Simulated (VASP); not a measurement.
Wanted: the native input for a VASP 6.6.1 run.

```yaml
Task: single point
Functional: PBEsol
Potentials_or_basis: VASP PAW PBE potentials, release 64 (Os)
Cutoff: 520 eV
k_mesh: 4 × 4 × 3
Occupations: gaussian, width 0.01 eV
Spin: no spin polarisation
Dipole_correction: no
Further_INCAR_settings: ALGO = Normal; EDIFF = 1e-06; NBANDS = 15
```

The structure of Os lies in POSCAR:

```
Os
1.0
    2.7341000000      0.0000000000      0.0000000000
   -1.3670500000      2.3678000600      0.0000000000
    0.0000000000      0.0000000000      4.3197000000
Os
2
Direct
    0.3333333300      0.6666666700      0.2500000000
    0.6666666700      0.3333333300      0.7500000000
```

The input as run:

INCAR

```
PREC = Accurate
ENCUT = 520
EDIFF = 1E-6
ISMEAR = 0
SIGMA = 0.01
LREAL = False
LASPH = True
NELM = 60
ALGO = Normal
ISIF = 2
LWAVE = False
LCHARG = True
GGA = PS
LELF = True
LVHAR = True
NBANDS = 15
```

KPOINTS

```
regular mesh
0
Gamma
  4 4 3
```

Potentials or basis: VASP PAW PBE potentials, release 64 (Os).

Command:

```bash
$ cat potpaw_PBE.64/Os/POTCAR > POTCAR
$ mpirun -np 1 vasp_std > vasp.out
```

It gave:

The pressure is -2.3 GPa and the band gap on the k mesh is zero (band 8 reaches 11.47 eV, above the bottom of band 9 at 7.76 eV).

Caveat: the k points lie up to 0.66 Å⁻¹ apart; the PAW data sets were made with another functional, which shifts forces and pressure a little; spin-orbit coupling is left out, which moves the levels of the heavy elements.

Wall time 10 s on 1 thread of Intel Xeon 8259CL, with other jobs on the host, peak memory 0.13 GiB.
